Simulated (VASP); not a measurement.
The system is Ba.

```xyz
1
Lattice="4.0716 0.0000 0.0000 0.0000 4.0716 0.0000 0.0000 0.0000 4.0716" Properties=species:S:1:pos:R:3 pbc="T T T"
Ba    0.0000    0.0000    0.0000
```

Base run:

* Program: VASP 6.6.1
* Functional: RPBE
* Potentials or basis: VASP PAW PBE potentials, release 64 (Ba_sv)
* Cutoff: 520 eV
* k mesh: 8 × 8 × 8
* Occupations: fermi-dirac, width 0.1 eV
* Spin: no spin polarisation

Its results: band gap on the k mesh zero (filled and empty bands touch); pressure 0.1 GPa.

**Question.** The run is repeated on the same cell with these changes: k mesh from 8 × 8 × 8 to 13 × 13 × 13. What comes out?

**Answer.** Band gap on the k mesh 0.06 eV, indirect (least direct gap 0.06 eV); pressure 0.1 GPa.

Caveats: the PAW data sets were made with another functional, which shifts forces and pressure a little; spin-orbit coupling is left out, which moves the levels of the heavy elements.

A k mesh can miss the band edges.
